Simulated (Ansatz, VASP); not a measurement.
CdS: VASP beside Ansatz

File POSCAR:

```
CdS
1.0
    3.8410415908      0.0000000000      0.0000000000
   -1.9205207954      3.3264395946      0.0000000000
    0.0000000000      0.0000000000      6.4452705618
Cd S
2 2
Direct
    0.0000000000      0.0000000000      0.0000000000
    0.0000000000      0.0000000000      0.5000000000
    0.3333333333      0.6666666667      0.2500000000
    0.6666666667      0.3333333333      0.7500000000
```

Contents of INCAR.step1:

```
SYSTEM = CdS
PREC = Accurate
ENCUT = 520
ISMEAR = 0
SIGMA = 0.01
LREAL = .False.
LASPH = .True.
NELM = 80
NBANDS = 26
GGA = PE
ALGO = Normal
EDIFF = 1E-4
LWAVE = .True.
LCHARG = .False.
```

INCAR.step2

```
SYSTEM = CdS
PREC = Accurate
ENCUT = 520
EDIFF = 1E-6
ISMEAR = 0
SIGMA = 0.01
LREAL = .False.
LASPH = .True.
NELM = 80
ALGO = Normal
ISIF = 2
LWAVE = .False.
LCHARG = .False.
METAGGA = R2SCAN
LMIXTAU = .True.
NBANDS = 26
ISTART = 1
```

Contents of KPOINTS:

```
regular mesh
0
Gamma
  12 12 4
  0 0 0
```

Input for Ansatz:

```yaml
crystal:
  lattice:
    - [3.8410415908, 0.0, 0.0]
    - [-1.9205207954, 3.3264395946, 0.0]
    - [0.0, 0.0, 6.4452705618]
  atoms:
    - { symbol: Cd, position: [0.0, 0.0, 0.0] }
    - { symbol: Cd, position: [0.0, 0.0, 0.5] }
    - { symbol: S, position: [0.3333333333, 0.6666666667, 0.25] }
    - { symbol: S, position: [0.6666666667, 0.3333333333, 0.75] }
kpoints:
  mp_grid: { grid: [12, 12, 4] }
  band_path:
    path:
      - [0.0, 0.0, 0.0]
      - [0.5, 0.0, 0.0]
      - [0.3333333333, 0.3333333333, 0.0]
      - [0.0, 0.0, 0.5]
      - [0.5, 0.0, 0.5]
      - [0.3333333333, 0.3333333333, 0.5]
    npoints: 1
hamiltonian:
  xc: r2scan
scf:
  occupations: { method: fixed }
  n_extra_bands: 5
output:
  forces: true
  stress: true
  eigenvalues: true
```

Alike in both runs: task single point; functional r2SCAN; k mesh 12 × 12 × 4; no spin polarisation.

|  | VASP | Ansatz |
| --- | --- | --- |
| version | VASP 6.6.1 | Ansatz 0.2.0 |
| potentials or method | VASP PAW PBE potentials, release 64 (Cd, S) | plane waves, PAW |
| plane-wave cutoff (eV) | 520 | 500 |
| occupations | gaussian, width 0.01 eV | fixed |
| valence electrons in the cell | 36 | 52 |

Ansatz gave:

| Item | Value |
| --- | --- |
| gap on the k mesh at the Fermi level (eV) | 1.26 |
| pressure (GPa) | 0.0 |

Question: What did VASP give for the same quantities?

Answer: gap on the k mesh at the Fermi level (eV): 1.24; pressure (GPa): 0.5.

VASP's potentials were made for PBE, not for r2SCAN. VASP's potentials hold 36 valence electrons a cell and Ansatz's 52, so a difference there can come from the potentials and not from the codes.
